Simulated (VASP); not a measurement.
SnO: single point with r2SCAN

Crystal: SnO.

```
Sn O
1.0
     4.15825    0.00000    0.00000
     0.00000    3.44575    0.00000
     0.00000    0.00000    4.83600
Sn O
2 2
Direct
  0.00000 0.50000 0.23850
  0.50000 0.00000 0.76150
  0.00000 0.00000 0.00000
  0.50000 0.50000 0.00000
```

This cell differs from its parent crystal: strain +0.0937 x Voigt [1, -1, 0, 0, 0, 0].

* Program: VASP 6.6.1
* Task: single point
* Functional: r2SCAN
* Potentials or basis: VASP PAW PBE potentials, release 64 (Sn_d, O)
* Cutoff: 520 eV
* k mesh: 10 × 10 × 8
* Occupations: gaussian, width 0.03 eV
* Spin: no spin polarisation
* Dipole correction: no
* Further INCAR settings: ALGO = Normal; EDIFF = 1e-06; NBANDS = 28

The pressure is 5.0 GPa, the largest force is 1.393 eV/Å and the band gap on the k mesh is 0.16 eV (least direct gap 2.19 eV).

Forces in eV/Å, atoms in the order of the input:
```
Sn   0.000  0.000  0.813
Sn   0.000  0.000 -0.813
O    0.000  0.000 -1.393
O    0.000  0.000  1.393
```

Stress tensor (GPa, compression positive):
```
-2.23  0.00  0.00
 0.00 12.48  0.00
 0.00  0.00  4.73
```

Levels at points of the mesh, in eV from the valence-band top:
```tsv
k point	band 17	band 18	band 19	band 20	band 21	band 22	band 23	band 24
(0.00, 0.00, 0.00)	-4.18	-4.11	-3.21	-0.09	2.65	3.37	4.52	4.67
(0.50, 0.00, 0.00)	-5.34	-5.34	-3.24	-3.24	3.30	3.30	5.87	5.87
(0.00, 0.50, 0.00)	-5.35	-5.35	-2.78	-2.78	3.49	3.49	5.05	5.05
(0.50, 0.50, 0.00)	-3.27	-3.27	-2.03	-2.03	0.16	0.16	4.88	4.88
(0.00, 0.00, 0.50)	-4.19	-3.21	-2.69	-2.66	1.39	2.42	3.63	5.15
(0.50, 0.00, 0.50)	-5.31	-5.31	-2.07	-2.07	2.35	2.35	6.50	6.50
(0.00, 0.50, 0.50)	-5.31	-5.31	-2.13	-2.13	3.20	3.20	4.59	4.59
(0.50, 0.50, 0.50)	-3.30	-3.30	-2.78	-2.78	2.38	2.38	4.19	4.19
```

Wall time 17 min on 1 thread of Oxide Virtual Turin-like Processor, on a shared host, peak memory 0.36 GiB.

Caveat: the cell differs from its parent crystal (strain +0.0937 x Voigt [1, -1, 0, 0, 0, 0]); the stress differs along the axes, from -2 to 12 GPa; semilocal functionals underestimate gaps, and a narrow one can read as zero; the PAW data sets were made with another functional, which shifts forces and pressure a little; spin-orbit coupling is left out, which moves the levels of the heavy elements. A k mesh can miss the band edges.
